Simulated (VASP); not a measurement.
**Y3W: single point with PBE**

Y3W:

```
Y W
1.0
     4.69343    0.00000    0.00000
     0.00000    4.69343    0.00000
     0.00000    0.00000    4.69343
Y W
3 1
Direct
  0.00000 0.50000 0.50000
  0.50000 0.00000 0.50000
  0.50000 0.50000 0.00000
  0.00000 0.00000 0.00000
```

```json
{"Program": "VASP 6.6.1", "Task": "single point", "Functional": "PBE", "Potentials or basis": "VASP PAW PBE potentials, release 64 (Y_sv, W_sv)", "Cutoff": "520 eV", "k mesh": "10 × 10 × 10", "Occupations": "gaussian, width 0.1 eV", "Spin": "no spin polarisation", "Dipole correction": "no", "Further INCAR settings": "ALGO = Fast; EDIFF = 1e-06; NBANDS = 32"}
```

| Quantity | Value |
| --- | --- |
| Pressure | -0.2 GPa |

Levels at points of the mesh, in eV from the Fermi level:
```
           k point  band 21  band 22  band 23  band 24  band 25  band 26  band 27  band 28
(0.00, 0.00, 0.00)    -1.75    -1.75    -1.75     1.27     1.27     1.27     2.72     2.72
(0.50, 0.00, 0.00)    -0.98    -0.48    -0.48    -0.04     0.10     0.10     0.30     2.13
(0.50, 0.50, 0.00)    -0.54    -0.51    -0.51    -0.08    -0.07     0.44     0.59     0.59
(0.50, 0.50, 0.50)     0.20     0.20     0.92     0.92     0.92     0.93     0.93     0.93
```

Wall time 2.2 min on 1 thread of AMD EPYC 9R45 96-Core Processor (Zen 5), with other jobs on the host, peak memory 0.3 GiB.

Caveat: spin-orbit coupling is left out, which moves the levels of the heavy elements.
